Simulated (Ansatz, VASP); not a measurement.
# One calculation of AlNi, two programs

```xyz
2
Lattice="2.0831 -2.0828 0.0000 2.0831 2.0828 0.0000 0.0000 0.0000 2.7839" Properties=species:S:1:pos:R:3 pbc="T T T"
Al    0.0000    0.0000    0.0000
Ni    2.0831    0.0000    1.3920
```

Change from the starting cell: strain +0.030 along x and y, -0.030 along z, atoms carried along.

Alike in both runs: task single point; functional r2SCAN; k mesh 20 × 20 × 20; occupations gaussian, width 0.15 eV; no spin polarisation.

```csv
,VASP,Ansatz
version,VASP 6.6.1,Ansatz 0.2.0
potentials or method,"VASP PAW PBE potentials, release 64 (Al, Ni), cutoff 520 eV","scalar-relativistic, plane waves, PAW"
valence electrons in the cell,13,21
```

|  | VASP | Ansatz | Ansatz less VASP |
| --- | --- | --- | --- |
| gap on the k mesh at the Fermi level (eV) | none | none | - |
| pressure (GPa) | -4.7 | -4.6 | +0.14 |
| traceless stress, the component that is largest in VASP (GPa) | 3.58 | 3.50 | -0.076 |

VASP's potentials were made for PBE, not for r2SCAN. A gap of «none» marks a metal or a gap that the smearing closes. VASP's potentials hold 13 valence electrons a cell and Ansatz's 21, so a difference there can come from the potentials and not from the codes.
